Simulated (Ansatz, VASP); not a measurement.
# Two plane-wave programs on Sc

The input INCAR:

```
SYSTEM = Sc
  ALGO = Normal
  EDIFF = 1E-6
  ENCUT = 520
  ISIF = 2
  ISMEAR = -1
  LASPH = .TRUE.
  LCHARG = .FALSE.
  LREAL = .FALSE.
  LWAVE = .FALSE.
  NBANDS = 18
  NELM = 80
  PREC = Accurate
  SIGMA = 0.1
```

File KPOINTS:

```
k-points
0
G
  10 10 10
  0 0 0
```

POSCAR

```
Sc
1.0
    0.0000000000      3.0770959779      3.0770959779
    3.0770959779      0.0000000000      3.0770959779
    3.0770959779      3.0770959779      0.0000000000
Sc
2
Direct
    0.1250000000      0.1250000000      0.1250000000
    0.8750000000      0.8750000000      0.8750000000
```

Input for Ansatz:

```yaml
crystal:
  lattice:
    - [0.0, 3.0770959779, 3.0770959779]
    - [3.0770959779, 0.0, 3.0770959779]
    - [3.0770959779, 3.0770959779, 0.0]
  atoms:
    - { symbol: Sc, position: [0.125, 0.125, 0.125] }
    - { symbol: Sc, position: [0.875, 0.875, 0.875] }
hamiltonian:
  xc: lda
  pseudopotentials:
    kind: paw
    azcp:
      Sc: "pseudopotentials/Sc.paw.azcp"
basis:
  ecutwfc: 420
  fft_grid_basis: typed
kpoints:
  mp_grid: { grid: [10, 10, 10], shift: [0, 0, 0] }
magnetization:
  spin_polarized: false
scf:
  occupations: { method: fermi_dirac, width: 0.1 }
  lower_state_search: "off"
output:
  stress: true
  write_density: true
  write_potential: true
  elf: true
  volumetric_format: npy
```

Alike in both runs: task single point; functional LDA; k mesh 10 × 10 × 10; occupations fermi-dirac, width 0.1 eV; no spin polarisation.

|  | VASP | Ansatz |
| --- | --- | --- |
| version | VASP 6.6.1 | Ansatz 0.2.0 |
| potentials or method | VASP PAW LDA potentials, release 64 (Sc_sv), cutoff 520 eV | plane waves (420 eV) with PAW, scalar-relativistic |
| valence electrons in the cell | 22 | 22 |

|  | VASP | Ansatz | Ansatz less VASP |
| --- | --- | --- | --- |
| pressure (GPa) | -0.8 | -0.8 | -0.03 |

Ansatz warns that its potentials were made for another functional, while VASP's fit it. LDA's correlation is that of Perdew and Zunger in VASP and of Perdew and Wang (1992) in Ansatz.
